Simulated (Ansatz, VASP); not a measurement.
## CsSb2: VASP beside Ansatz

```
CELL_PARAMETERS angstrom
5.77195 0.00000 0.00000
0.00000 5.77195 0.00000
0.00000 0.00000 8.00449
ATOMIC_POSITIONS crystal
Cs 0.00000 0.50000 0.66046
Cs 0.50000 0.00000 0.33954
Sb 0.00000 0.00000 0.00000
Sb 0.50000 0.50000 0.00000
Sb 0.00000 0.50000 0.13840
Sb 0.50000 0.00000 0.86160
```

Alike in both runs: functional PBE; k mesh 8 × 8 × 6; occupations gaussian, width 0.1 eV; no spin polarisation.

Ansatz relaxed the structure, and its values are those at the end. VASP's run is a single point on that final structure, the one shown.

|  | VASP | Ansatz |
| --- | --- | --- |
| version | VASP 6.6.1 | Ansatz 0.2.0 |
| potentials or method | VASP PAW PBE potentials, release 64 (Cs_sv, Sb), cutoff 520 eV | scalar-relativistic, plane waves, PAW |
| valence electrons in the cell | 38 | 78 |

```csv
,VASP,Ansatz,Ansatz less VASP
gap on the k mesh at the Fermi level (eV),none,none,-
pressure (GPa),0.0,0.0,-0.02
```

A gap of «none» marks a metal or a gap that the smearing closes. VASP's potentials hold 38 valence electrons a cell and Ansatz's 78, so a difference there can come from the potentials and not from the codes.

Neither program's run includes spin-orbit coupling.
